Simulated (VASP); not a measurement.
# Hf3B2 in VASP: a series of runs, part 2 of 2

VASP 6.6.1. Earlier steps stand in the parts before.

### 3 Single point, PBE

INCAR reads:

```
  ALGO = Normal
  EDIFF = 1E-6
  ENCUT = 520
  GGA = PE
  ISIF = 2
  ISMEAR = 0
  LASPH = True
  LCHARG = False
  LREAL = False
  LWAVE = False
  NBANDS = 26
  NELM = 100
  PREC = Accurate
  SIGMA = 0.1
```

KPOINTS reads:

```
k-points
0
Gamma
  8 8 8
```

POSCAR reads:

```
Hf3B2
1.0
    4.4327567879      0.0000000000      0.0000000000
    0.0000000000      4.4327567879      0.0000000000
    0.0000000000      0.0000000000      4.4327567879
Hf B
3 2
Direct
    0.0000000000      0.5000000000      0.0000000000
    0.0000000000      0.0000000000      0.5000000000
    0.5000000000      0.0000000000      0.0000000000
    0.5000000000      0.5000000000      0.5000000000
    0.0000000000      0.0000000000      0.0000000000
```

Potentials or basis: VASP PAW PBE potentials, release 64 (Hf_pv, B).

The run is started by

```sh
$ cat potpaw_PBE.64/Hf_pv/POTCAR potpaw_PBE.64/B/POTCAR > POTCAR
$ mpirun -np 1 vasp_std > vasp.out
```

OUTCAR:

```text
EDIFF = 1E-6
   ENCUT = 520
   GGA = PE
   ISIF = 2
   ISMEAR = 0
   LASPH = True
   LREAL = False
   NELM = 100
   PREC = Accurate

 ion  position               nearest neighbor table
   1  0.000  0.500  0.000-   5 2.22   5 2.22   2 3.13   2 3.13   2 3.13   3 3.13   3 3.13   2 3.13
                             3 3.13   3 3.13
   2  0.000  0.000  0.500-   5 2.22   5 2.22   1 3.13   1 3.13   3 3.13   3 3.13   1 3.13   1 3.13
                             3 3.13   3 3.13
   3  0.500  0.000  0.000-   5 2.22   5 2.22   1 3.13   2 3.13   1 3.13   1 3.13   2 3.13   2 3.13
                             2 3.13   1 3.13
   4  0.500  0.500  0.500-
   5  0.000  0.000  0.000-   1 2.22   2 2.22   3 2.22   2 2.22   1 2.22   3 2.22

  LATTYP: Found a simple cubic cell.
 ALAT       =     4.4327567879

  Lattice vectors:

 A1 = (   4.4327567879,   0.0000000000,   0.0000000000)
 A2 = (   0.0000000000,   4.4327567879,   0.0000000000)
 A3 = (   0.0000000000,   0.0000000000,   4.4327567879)

Analysis of symmetry for initial positions (statically):
=====================================================================
 Subroutine PRICEL returns:
 Original cell was already a primitive cell.

 Routine SETGRP: Setting up the symmetry group for a
 simple cubic supercell.

 Subroutine GETGRP returns: Found 48 space group operations
 (whereof 48 operations were pure point group operations)
 out of a pool of 48 trial point group operations.

The static configuration has the point symmetry O_h .

Analysis of symmetry for dynamics (positions and initial velocities):
=====================================================================
 Subroutine PRICEL returns:
 Original cell was already a primitive cell.

 Routine SETGRP: Setting up the symmetry group for a
 simple cubic supercell.

 Subroutine GETGRP returns: Found 48 space group operations
 (whereof 48 operations were pure point group operations)
 out of a pool of 48 trial point group operations.

The dynamic configuration has the point symmetry O_h .

 Subroutine INISYM returns: Found 48 space group operations
 (whereof 48 operations are pure point group operations),
 and found     1 'primitive' translations

----------------------------------------------------------------------------------------

                                     Primitive cell

  volume of cell :      87.1007

  direct lattice vectors                    reciprocal lattice vectors
     4.432756788  0.000000000  0.000000000     0.225593248  0.000000000  0.000000000
     0.000000000  4.432756788  0.000000000     0.000000000  0.225593248  0.000000000
     0.000000000  0.000000000  4.432756788     0.000000000  0.000000000  0.225593248

  length of vectors
     4.432756788  4.432756788  4.432756788     0.225593248  0.225593248  0.225593248

  position of ions in fractional coordinates (direct lattice)
     0.000000000  0.500000000  0.000000000
     0.000000000  0.000000000  0.500000000
     0.500000000  0.000000000  0.000000000
     0.500000000  0.500000000  0.500000000
     0.000000000  0.000000000  0.000000000

  ion indices of the primitive-cell ions
   primitive index   ion index
                 1           1
                 2           2
                 3           3
                 4           4
                 5           5

[... 29 lines left out ...]
  0.125000  0.000000  0.000000      6.000000
  0.250000  0.000000  0.000000      6.000000
  0.375000  0.000000  0.000000      6.000000
  0.500000  0.000000  0.000000      3.000000
  0.125000  0.125000  0.000000     12.000000
[... 16 lines left out ...]
  0.375000  0.375000  0.125000     24.000000
  0.500000  0.375000  0.125000     24.000000
 [... further k-points ...]
   k-points           NKPTS =     35   k-points in BZ     NKDIM =     35   number of bands    NBANDS=     26
   number of dos      NEDOS =    301   number of ions     NIONS =      5
   total plane-waves  NPLWV =  46656
   dimension x,y,z NGX =    36 NGY =   36 NGZ =   36
   dimension x,y,z NGXF=    72 NGYF=   72 NGZF=   72
   ions per type =               3   2
   NGX,Y,Z   is equivalent  to a cutoff of  13.50, 13.50, 13.50 a.u.
   NGXF,Y,Z  is equivalent  to a cutoff of  27.00, 27.00, 27.00 a.u.
 SYSTEM =  unknown system
   PREC   = accura    normal or accurate (medium, high low for compatibility)
   ISTART =      0    job   : 0-new  1-cont  2-samecut
   ICHARG =      2    charge: 1-file 2-atom 10-const
   ISPIN  =      1    spin polarized calculation?
   LNONCOLLINEAR =      F non collinear calculations
   LSORBIT =      F    spin-orbit coupling
   LASPH  =      T    aspherical Exc in radial PAW
   ENCUT  =  520.0 eV  38.22 Ry    6.18 a.u.   8.24  8.24  8.24*2*pi/ulx,y,z
   NELM   =    100;   NELMIN=  2; NELMDL= -5     # of ELM steps
   EDIFF  = 0.1E-05   stopping-criterion for ELM
   LREAL  =      F    real-space projection
   EDIFFG = 0.1E-04   stopping-criterion for IOM
   NSW    =      0    number of steps for IOM
   IBRION =     -1    ionic relax: 0-MD 1-quasi-New 2-CG
   NFREE  =      0    steps in history (QN), initial steepest desc. (CG)
   ISIF   =      2    stress and relaxation
   ISYM   =      2    0-nonsym 1-usesym 2-fastsym
   POTIM  = 0.5000    time-step for ionic-motion
   TEBEG  =    0.0;   TEEND  =   0.0 temperature during run
   PSTRESS=    0.0 pullay stress
   NELECT =      36.0000    total number of electrons
   NUPDOWN=      -1.0000    fix difference up-down
   EMIN   =  10.00;   EMAX   =-10.00  energy-range for DOS
   EFERMI =   0.00;   METHOD = LEGACY
   ISMEAR =     0;   SIGMA  =   0.10  broadening in eV -4-tet -1-fermi 0-gaus
   EFERMI_NEDOS =   21; number of points for ismear=-14 and -15
   IALGO  =     38    algorithm
   IMIX   =      4    mixing-type and parameters
     AMIX     =   0.40;   BMIX     =  1.00
     AMIX_MAG =   1.60;   BMIX_MAG =  1.00
  volume/ion in A,a.u.               =      17.42       117.56
  Fermi-wavevector in a.u.,A,eV,Ry     =   1.219462  2.304450 20.233069  1.487089
  Thomas-Fermi vector in A             =   2.354714
   LORBIT       =      0    0 simple, 1 ext, 2 COOP (PROOUT), +10 PAW based schemes
   GGA     = PE    functional components
   LHFCALC =     F    Hartree Fock is set to
   AEXX    =    0.0000 exact exchange contribution
   IVDW    =     0    specifies the selected vdW correction
   LEPSILON=     F    determine dielectric tensor
   LRPA    =     F    only Hartree local field effects (RPA)
 non-spin polarized calculation
 Gauss-broadening in eV      SIGMA  =   0.10
  energy-cutoff  :      520.00
  volume of cell :       87.10
 maximum number of plane-waves:      2365
 NGX is ok and might be reduce to    36
   NGX = 17   NGY = 17   NGZ = 17

 number of electron      35.9999999 magnetization

 Free energy of the ion-electron system (eV)
  ---------------------------------------------------
  ext. energy  EPLUGINS =         0.00000000
  ---------------------------------------------------
  free energy    TOTEN  =       -41.74091346 eV

  energy without entropy =      -41.72848719  energy(sigma->0) =      -41.73470032

 E-fermi :   4.5594     XC(G=0): -11.0281

 val. band max:        4.5589340595   @ k =   0.5000   0.1250   0.0000
 cond. band min:       4.6053244433   @ k =   0.5000   0.1250   0.1250
 fundamental gap:      0.0463903838
 Fermi energy:         4.5593925680

 k-point     1 :       0.0000    0.0000    0.0000
  band No.  band energies     occupation
      1     -26.4144      2.00000
      2     -26.4144      2.00000
      3     -26.4144      2.00000
      4     -26.0834      2.00000
      5     -26.0834      2.00000
      6     -26.0834      2.00000
[... 685 lines left out ...]
     25       7.9854      0.00000
     26       8.5287      0.00000

 [... further k-points ...]

------------------------ aborting loop because EDIFF is reached ----------------------------------------

  FORCE on cell =-STRESS in cart. coord.  units (eV):
  Direction    XX          YY          ZZ          XY          YZ          ZX
  --------------------------------------------------------------------------------------
  -------------------------------------------------------------------------------------
  Total       -0.1385005     -0.1385005     -0.1385005      0.0000000     -0.0000000      0.0000000
  in kB       -2.5476520     -2.5476520     -2.5476520      0.0000000     -0.0000000      0.0000000
  external PRESSURE =      -2.5476520 kB  Pullay stress =       0.0000000 kB

 VOLUME and BASIS-vectors are now :
 -----------------------------------------------------------------------------
  energy-cutoff  :      520.00
  volume of cell :       87.10
      direct lattice vectors                 reciprocal lattice vectors
     4.432756788  0.000000000  0.000000000     0.225593248  0.000000000  0.000000000
     0.000000000  4.432756788  0.000000000     0.000000000  0.225593248  0.000000000
     0.000000000  0.000000000  4.432756788     0.000000000  0.000000000  0.225593248

 POSITION                                       TOTAL-FORCE (eV/Angst)
 -----------------------------------------------------------------------------------
      0.00000      2.21638      0.00000         0.000000      0.000000      0.000000
      0.00000      0.00000      2.21638         0.000000      0.000000      0.000000
      2.21638      0.00000      0.00000         0.000000      0.000000      0.000000
      2.21638      2.21638      2.21638         0.000000      0.000000      0.000000
      0.00000      0.00000      0.00000         0.000000      0.000000      0.000000
 -----------------------------------------------------------------------------------
    total drift:                                0.000000      0.000000     -0.000000

  FREE ENERGIE OF THE ION-ELECTRON SYSTEM (eV)
  ---------------------------------------------------
  free  energy   TOTEN  =       -41.7409134557 eV

  energy  without entropy=      -41.7284871916  energy(sigma->0) =      -41.73470032
```

stdout:

```text
POSCAR found type information on POSCAR HfB
 POSCAR found :  2 types and       5 ions
 scaLAPACK will be used
 LDA part: xc-table for (Slater+PW92), standard interpolation
 POSCAR, INCAR and KPOINTS ok, starting setup
 FFT: planning ... GRIDC
 FFT: planning ... GRID_SOFT
 FFT: planning ... GRID
 WAVECAR not read
 entering main loop
```

Wall time 1.7 min (1 thread of Intel Xeon 8259CL, shared host); peak memory 0.24 GiB.

What came out:

| Property | Result |
| --- | --- |
| Free energy | -41.7409 eV |
| Pressure | -0.3 GPa |
| Band gap on the k mesh | zero (bands 18 and 19 overlap by 2.02 eV) |

Levels at points of the mesh, in eV from the Fermi level:
```csv
k point,band 15,band 16,band 17,band 18,band 19,band 20,band 21,band 22
"(0.00, 0.00, 0.00)",-1.68,-1.68,-0.72,-0.72,-0.72,1.63,1.67,1.67
"(0.50, 0.00, 0.00)",-1.72,-1.41,-1.41,-1.23,-0.08,1.14,1.77,1.87
"(0.50, 0.50, 0.00)",-2.16,-2.16,-1.92,0.60,0.60,1.11,1.11,1.23
"(0.50, 0.50, 0.50)",-1.44,-1.44,-1.44,0.82,0.82,0.82,1.00,1.00
```

Caveat: spin-orbit coupling is left out, which moves the levels of the heavy elements.

The gap in the log of VASP goes by the Fermi energy; the results here count the filled bands.